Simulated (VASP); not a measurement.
Runs of VASP 6.6.1 on InP. The structure is that of space group Fm-3m (No. 225), or close to it. The cells are those of the table. 

```csv
cell,smearing,gap on the mesh (eV),pressure (GPa)
"a = 3.923 Å, angles 60.0°, 2 atoms",gaussian 0.2 eV,none,-0.2
"a = 3.921 Å, angles 60.0°, 2 atoms",gaussian 0.1 eV,none,(a)
"a = 3.929 Å, angles 60.0°, 2 atoms",gaussian 0.2 eV,none,-0.5
"a = 4.038 Å, angles 60.0°, 2 atoms",gaussian 0.1 eV,none,-5.1
```

Alike in all rows: task single point; level PBE; potentials or basis VASP PAW PBE potentials, release 64 (In_d, P); no spin polarisation; k mesh 6 × 6 × 6; cutoff (eV) 500.

Question: Estimate the missing entries.

Answer: (a) -0.1.

Caveats: spin-orbit coupling is left out, which moves the levels of the heavy elements.

A k mesh can miss the band edges, and the runs leave out spin-orbit coupling on In.

A gap of «none» marks levels without a gap at the run's occupations.
